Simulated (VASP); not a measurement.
Runs of VASP 6.6.1 on GaN. The structure is that of space group P6_3mc (No. 186), or close to it. The cells are those of the table. 

| task | level | cell | k mesh | cutoff (eV) | smearing | gap on the mesh (eV) | pressure (GPa) | relaxed volume (Å³/atom) | largest force (eV/Å) |
| --- | --- | --- | --- | --- | --- | --- | --- | --- | --- |
| single point | r2SCAN | a = 3.218, b = 3.218, c = 5.243 Å, angles 90.0, 90.0, 120.0°, 4 atoms | 12 × 12 × 6 | 520 | gaussian 0.02 eV | 2.11 | -5.1 | - | - |
| single point | PBE | a = 3.218, b = 3.218, c = 5.243 Å, angles 90.0, 90.0, 120.0°, 4 atoms | 12 × 12 × 6 | 520 | gaussian 0.02 eV | 1.72 | 0.1 | - | - |
| relaxation of cell and atoms | PBE | relaxed from a = 3.217, b = 3.217, c = 5.240 Å, angles 90.0, 90.0, 120.0°, 4 atoms | 12 × 12 × 6 | 600 | gaussian 0.02 eV | 1.72 | 0.0 | 11.76 | - |
| single point | PBE | a = 3.217, b = 3.217, c = 5.240 Å, angles 90.0, 90.0, 120.0°, 4 atoms | 6 × 6 × 4 | 520 | gaussian 0.1 eV | 1.73 | 0.3 | - | 0.01 |
| relaxation of cell and atoms | PBE | relaxed from a = 3.180, b = 3.180, c = 5.166 Å, angles 90.0, 90.0, 120.0°, 4 atoms | 6 × 6 × 4 | 600 | gaussian 0.1 eV | (b) | 0.0 | 11.76 | 0.01 |
| single point | PBE | a = 3.180, b = 3.180, c = 5.166 Å, angles 90.0, 90.0, 120.0°, 4 atoms | 6 × 6 × 4 | 520 | gaussian 0.1 eV | 1.97 | (a) | - | 0.13 |

Alike in all rows: potentials or basis VASP PAW PBE potentials, release 64 (Ga_d, N); no spin polarisation.

Problem. Fill in the values left out.

Solution. (a) 7.3; (b) 1.71.

Caveats: the PAW data sets were made with another functional, which shifts forces and pressure a little (some runs).

A k mesh can miss the band edges, and the runs leave out spin-orbit coupling on Ga.
